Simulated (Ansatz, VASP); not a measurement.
# Two plane-wave programs on MnO2

INCAR

```
PREC = Accurate ; ENCUT = 520
EDIFF = 1E-6 ; ISMEAR = 0
SIGMA = 0.05 ; LREAL = False
LASPH = True ; NELM = 150
ALGO = Normal ; ISIF = 2
LWAVE = False ; LCHARG = False
ISPIN = 2 ; MAGMOM = 2.53 -2.53 0 0 0 0
LORBIT = 11 ; LMAXMIX = 4
LDAU = True ; LDAUTYPE = 2
LDAUL = 2 -1 ; LDAUU = 4 0
LDAUJ = 0 0 ; LDAUPRINT = 1
GGA = CA ; NBANDS = 38
```

KPOINTS

```
Automatic mesh
0
Gamma
  4 4 7
```

The input POSCAR:

```
MnO2
1.0
    4.3959987700      0.0000000000      0.0000000000
    0.0000000000      4.3959987700      0.0000000000
    0.0000000000      0.0000000000      2.8709991900
Mn O
2 4
Direct
    0.0000000000      0.0000000000      0.0000000000
    0.5000000000      0.5000000000      0.5000000000
    0.3020000000      0.3020000000      0.0000000000
    0.1980000000      0.8020000000      0.5000000000
    0.6980000000      0.6980000000      0.0000000000
    0.8020000000      0.1980000000      0.5000000000
```

Input for Ansatz:

```yaml
crystal:
  lattice:
    - [4.39599877, 0.0, 0.0]
    - [0.0, 4.39599877, 0.0]
    - [0.0, 0.0, 2.87099919]
  atoms:
    - { symbol: Mn, position: [0.0, 0.0, 0.0], spin: 2.63 }
    - { symbol: Mn, position: [0.5, 0.5, 0.5], spin: -2.63 }
    - { symbol: O, position: [0.302, 0.302, 0.0] }
    - { symbol: O, position: [0.198, 0.802, 0.5] }
    - { symbol: O, position: [0.698, 0.698, 0.0] }
    - { symbol: O, position: [0.802, 0.198, 0.5] }
basis:
  ecutwfc: 420
  ecutrho_ratio: 4
kpoints:
  mp_grid: { grid: [4, 4, 7] }
hamiltonian:
  xc: lda
  hubbard:
    sites:
      - { site: 0, l: d, u_eff: 4.0, starting_ns: [{ spin: up, occupation_matrix: s0up }, { spin: down, occupation_matrix: s0down }] }
      - { site: 1, l: d, u_eff: 4.0, starting_ns: [{ spin: up, occupation_matrix: s1up }, { spin: down, occupation_matrix: s1down }] }
    occupation_matrices:
      s0up:
        matrix:
          - [0.71608, 0.0, 0.0, 0.0, 0.42041]
          - [0.0, 0.495, 0.475, 0.0, 0.0]
          - [0.0, 0.475, 0.495, 0.0, 0.0]
          - [0.0, 0.0, 0.0, 0.97, 0.0]
          - [0.42041, 0.0, 0.0, 0.0, 0.27392]
      s0down:
        matrix:
          - [0.02, 0.0, 0.0, 0.0, 0.0]
          - [0.0, 0.02, 0.0, 0.0, 0.0]
          - [0.0, 0.0, 0.02, 0.0, 0.0]
          - [0.0, 0.0, 0.0, 0.02, 0.0]
          - [0.0, 0.0, 0.0, 0.0, 0.02]
      s1up:
        matrix:
          - [0.02, 0.0, 0.0, 0.0, 0.0]
          - [0.0, 0.02, 0.0, 0.0, 0.0]
          - [0.0, 0.0, 0.02, 0.0, 0.0]
          - [0.0, 0.0, 0.0, 0.02, 0.0]
          - [0.0, 0.0, 0.0, 0.0, 0.02]
      s1down:
        matrix:
          - [0.71608, 0.0, 0.0, 0.0, -0.42041]
          - [0.0, 0.495, -0.475, 0.0, 0.0]
          - [0.0, -0.475, 0.495, 0.0, 0.0]
          - [0.0, 0.0, 0.0, 0.97, 0.0]
          - [-0.42041, 0.0, 0.0, 0.0, 0.27392]
    ns_hold: { iters: 8 }
scf:
  occupations: { method: gaussian, width: 0.05 }
  lower_state_search: "off"
  max_iter: 150
output:
  forces: true
  stress: true
  eigenvalues: true
  populations: true
  hubbard: { sites: [{ site: 0, l: d }, { site: 1, l: d }] }
magnetization:
  spin_polarized: true
  spin_locking: { lock_spins: true, n_iters: 12 }
```

Alike in both runs: task single point; functional LDA; k mesh 4 × 4 × 7; occupations gaussian, width 0.05 eV; collinear spin; Hubbard terms Mn d U = 4.0 eV.

```csv
,VASP,Ansatz
version,VASP 6.6.1,Ansatz 0.2.0
potentials or method,"VASP PAW LDA potentials, release 64 (Mn_pv, O), cutoff 520 eV","scalar-relativistic, plane waves, PAW"
valence electrons in the cell,50,54
```

VASP gave:

| Property | Result |
| --- | --- |
| gap on the k mesh at the Fermi level (eV) | 0.24 |
| least direct gap on the mesh (eV) | 0.24 |
| pressure (GPa) | -7.1 |
| traceless stress, the component that is largest in VASP (GPa) | -0.50 |
| rms of the force components (eV/Å) | 0.244 |
| net moment per atom (μB) | 0.00 |
| size of the moment on the site where the two differ most (μB) | 2.87 |

Problem. What did Ansatz give for the same quantities?

Solution. gap on the k mesh at the Fermi level (eV): 0.25; least direct gap on the mesh (eV): 0.25; pressure (GPa): -8.6; traceless stress, the component that is largest in VASP (GPa): -0.17; rms of the force components (eV/Å): 0.256; net moment per atom (μB): 0.00; size of the moment on the site where the two differ most (μB): 2.53.

LDA's correlation is that of Perdew and Zunger in VASP and of Perdew and Wang (1992) in Ansatz. Site moments also hang on the region over which each program counts them. The programs project onto different local orbitals, so the same U acts differently, and such runs can settle in different states. Atom by atom the forces differ by 0.012 eV/Å (rms over components). VASP's potentials hold 50 valence electrons a cell and Ansatz's 54, so a difference there can come from the potentials and not from the codes. Ansatz's warnings: stress scf threshold loose.
